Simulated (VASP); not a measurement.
# BN (P6_3/mmc) in VASP: a series of runs, part 2 of 2

VASP 6.6.1.

### 4 Vibrations by finite differences, r2SCAN

This run uses another cell than the first one, of 9.21 Å³/atom.

Input file INCAR:

```
  PREC = Accurate
  ENCUT = 520
  EDIFF = 1E-8
  ISMEAR = 0
  SIGMA = 0.02
  LREAL = F
  LASPH = T
  NELM = 100
  ALGO = Normal
  ISIF = 2
  LWAVE = F
  LCHARG = F
  METAGGA = R2SCAN
  LMIXTAU = T
  NBANDS = 16
  IBRION = 6
  NFREE = 2
  POTIM = 0.015
  NSW = 1
  KPAR = 4
```

Input file KPOINTS:

```
Automatic mesh
0
Gamma
  15 15 6
```

Input file POSCAR:

```
BN                                      
1.0
    2.5025138742     -0.0000000000     -0.0000000000
   -1.2512569371      2.1672405837      0.0000000000
   -0.0000000000     -0.0000000000      6.7897983178
  B               N             
     2     2
Direct
     0.3333333300000021    0.6666666699999979    0.2500000000000000
     0.6666666699999979    0.3333333300000021    0.7500000000000000
     0.3333333300000021    0.6666666699999979    0.7500000000000000
     0.6666666699999979    0.3333333300000021    0.2500000000000000
```

Potentials or basis: VASP PAW PBE potentials, release 64 (B, N).

On the command line:

```sh
cat potpaw_PBE.64/B/POTCAR potpaw_PBE.64/N/POTCAR > POTCAR
mpirun -np 4 vasp_std > vasp.out
```

OUTCAR:

```text
PREC = Accurate
   ENCUT = 520
   EDIFF = 1E-8
   ISMEAR = 0
   LREAL = F
   LASPH = T
   NELM = 100
   ISIF = 2
   METAGGA = R2SCAN
   IBRION = 6
   NFREE = 2
   POTIM = 0.015
   NSW = 1

 ion  position               nearest neighbor table
   1  0.333  0.667  0.250-   4 1.44   4 1.44   4 1.44
   2  0.667  0.333  0.750-   3 1.44   3 1.44   3 1.44
   3  0.333  0.667  0.750-   2 1.44   2 1.44   2 1.44
   4  0.667  0.333  0.250-   1 1.44   1 1.44   1 1.44

  LATTYP: Found a hexagonal cell.
 ALAT       =     2.5025138742
 C/A-ratio  =     2.7131910787

  Lattice vectors:

 A1 = (   2.5025138742,   0.0000000000,   0.0000000000)
 A2 = (  -1.2512569371,   2.1672405837,   0.0000000000)
 A3 = (   0.0000000000,   0.0000000000,   6.7897983178)

Analysis of symmetry for initial positions (statically):
=====================================================================
 Subroutine PRICEL returns:
 Original cell was already a primitive cell.

 Routine SETGRP: Setting up the symmetry group for a
 hexagonal supercell.

 Subroutine GETGRP returns: Found 24 space group operations
 (whereof 12 operations were pure point group operations)
 out of a pool of 24 trial point group operations.

The static configuration has the point symmetry D_3d.
 The point group associated with its full space group is D_6h.

Analysis of symmetry for dynamics (positions and initial velocities):
=====================================================================
 Subroutine PRICEL returns:
 Original cell was already a primitive cell.

 Routine SETGRP: Setting up the symmetry group for a
 hexagonal supercell.
[... 477 lines left out ...]
 cond. band min:       6.7992590874   @ k =   0.4667   0.0667   0.0000
 fundamental gap:      4.9449646887
 Fermi energy:         1.9454976644

 k-point     1 :       0.0000    0.0000    0.0000
  band No.  band energies     occupation
      1     -16.9401      2.00000
      2     -16.6955      2.00000
      3      -4.4469      2.00000
      4      -2.4824      2.00000
      5       0.4923      2.00000
      6       0.4923      2.00000
[... 433 lines left out ...]
      3      -6.9426      2.00000
      4      -6.8688      2.00000
      5      -4.3258      2.00000
      6      -4.2611      2.00000
[... 8 lines left out ...]
     15      17.7785      0.00000
     16      19.9851      0.00000

 [... further k-points ...]

------------------------ aborting loop because EDIFF is reached ----------------------------------------

  FORCE on cell =-STRESS in cart. coord.  units (eV):
  Direction    XX          YY          ZZ          XY          YZ          ZX
  --------------------------------------------------------------------------------------
  -------------------------------------------------------------------------------------
  Total        0.0043140      0.0043140      0.0053178      0.0000000      0.0000000      0.0000000
  in kB        0.1876945      0.1876945      0.2313655      0.0000000      0.0000000      0.0000000
  external PRESSURE =       0.2022515 kB  Pullay stress =       0.0000000 kB
[... 19 lines left out ...]
  FREE ENERGIE OF THE ION-ELECTRON SYSTEM (eV)
  ---------------------------------------------------
  free  energy   TOTEN  =       -38.5941619092 eV

  energy  without entropy=      -38.5941619092  energy(sigma->0) =      -38.59416191

 INTERNAL STRAIN TENSORS FROM DISPLACED ATOMS
 ============================================

 INTERNAL STRAIN TENSOR FOR ION    1 for displacements in x,y,z  (eV/Angst):
          X           Y           Z          XY          YZ          ZX
  --------------------------------------------------------------------------------
  x     0.00000     0.00000     0.00000   -11.88207     0.00000     0.00000
  y   -11.88207    11.88207     0.00000     0.00000     0.00000     0.00000
  z     0.00000    -0.00000     0.00000     0.00000     0.00000     0.00000

 INTERNAL STRAIN TENSOR FOR ION    4 for displacements in x,y,z  (eV/Angst):
          X           Y           Z          XY          YZ          ZX
  --------------------------------------------------------------------------------
  x     0.00000     0.00000     0.00000    12.03615     0.00000     0.00000
  y    12.03615   -12.03615     0.00000     0.00000     0.00000     0.00000
  z     0.00000     0.00000     0.00000    -0.00000     0.00000     0.00000

 Eigenvectors and eigenvalues of the dynamical matrix
 ----------------------------------------------------

   1 f  =   40.820065 THz   256.480033 2PiTHz 1361.610804 cm-1   168.818148 meV
             X         Y         Z           dx          dy          dz
     -0.000000  1.444827  1.697450    -0.530923   -0.000000    0.000000
      1.251257  0.722414  5.092349     0.530923    0.000000   -0.000000
     -0.000000  1.444827  5.092349    -0.467034   -0.000000    0.000000
      1.251257  0.722414  1.697450     0.467034    0.000000    0.000000
[... 71 lines left out ...]
  12 f/i=    0.007427 THz     0.046668 2PiTHz    0.247754 cm-1     0.030718 meV
             X         Y         Z           dx          dy          dz
     -0.000000  1.444827  1.697450     0.000000    0.000000   -0.466923
      1.251257  0.722414  5.092349     0.000000    0.000000   -0.466923
     -0.000000  1.444827  5.092349     0.000000    0.000000   -0.531020
      1.251257  0.722414  1.697450     0.000000    0.000000   -0.531020

 ELASTIC MODULI CONTR FROM IONIC RELAXATION (kBar)
 Direction    XX          YY          ZZ          XY          YZ          ZX
 --------------------------------------------------------------------------------
 XX        -309.0673    309.0672      0.0000      0.0000      0.0000      0.0000
 YY         309.0672   -309.0672     -0.0000     -0.0000      0.0000      0.0000
 ZZ           0.0000     -0.0000     -0.0000     -0.0000      0.0000      0.0000
 XY           0.0000     -0.0000     -0.0000   -309.0672      0.0000      0.0000
 YZ           0.0000      0.0000      0.0000      0.0000      0.0000      0.0000
 ZX           0.0000      0.0000      0.0000      0.0000      0.0000      0.0000
 --------------------------------------------------------------------------------
```

stdout:

```text
POSCAR found type information on POSCAR B N
 POSCAR found :  2 types and       4 ions
 scaLAPACK will be used
 -----------------------------------------------------------------------------
|                                                                             |
|                                                                             |
|     You enforced a specific xc type in the INCAR file but a different       |
|     I HOPE YOU KNOW WHAT YOU ARE DOING!                                     |
|                                                                             |
 -----------------------------------------------------------------------------

 LDA part: xc-table for (None), standard interpolation
 POSCAR, INCAR and KPOINTS ok, starting setup
 FFT: planning ... GRIDC
 FFT: planning ... GRID_SOFT
 FFT: planning ... GRID
 WAVECAR not read
 entering main loop
 Found     4 degrees of freedom:
 Finite differences POTIM= 0.01500 DOF=   4
 bond charge predicted
 Finite differences progress:
 bond charge predicted
 Finite differences progress:
 bond charge predicted
 Finite differences progress:
 bond charge predicted
 Finite differences progress:
 bond charge predicted
 Finite differences progress:
 bond charge predicted
 Finite differences progress:
 bond charge predicted
 Finite differences progress:
 bond charge predicted
 Finite differences progress:
```

Run time: 14 min. Hardware: 4 MPI ranks of Intel Xeon Platinum 8488C (Sapphire Rapids), shared host; peak memory 0.46 GiB.

Results:

- Highest phonon frequency at Γ, LO-TO splitting left out: 1362 cm⁻¹

Phonon frequencies in cm⁻¹ (negative: imaginary):
| q point | frequencies |
| --- | --- |
| (0.000, 0.000, 0.000) | 0 0 0 43 43 104 772 826 1361 1361 1362 1362 |

Caveat: the PAW data sets were made with another functional, which shifts forces and pressure a little.

### 5 Overview

| task | cell | gap on the mesh (eV) | pressure (GPa) | relaxed volume (Å³/atom) |
| --- | --- | --- | --- | --- |
| relaxation of cell and atoms | relaxed from a = 2.498, b = 2.498, c = 6.636 Å, angles 90.0, 90.0, 120.0°, 4 atoms | 4.94 | 0.0 | 9.17 |
| relaxation of cell and atoms | relaxed from a = 2.502, b = 2.502, c = 6.765 Å, angles 90.0, 90.0, 120.0°, 4 atoms | 4.95 | 0.0 | 9.21 |
| vibrations by finite differences | a = 2.503, b = 2.503, c = 6.790 Å, angles 90.0, 90.0, 120.0°, 4 atoms | - | - | - |

Alike in all rows: level r2SCAN; potentials or basis VASP PAW PBE potentials, release 64 (B, N); no spin polarisation; k mesh 15 × 15 × 6; cutoff (eV) 520; smearing gaussian 0.02 eV.

Caveats: the PAW data sets were made with another functional, which shifts forces and pressure a little; an odd mesh through Γ misses points on the zone boundary, where band edges can lie (at least some runs).

Total energies depend on the potentials used, so only differences within one code and one set of settings carry meaning.
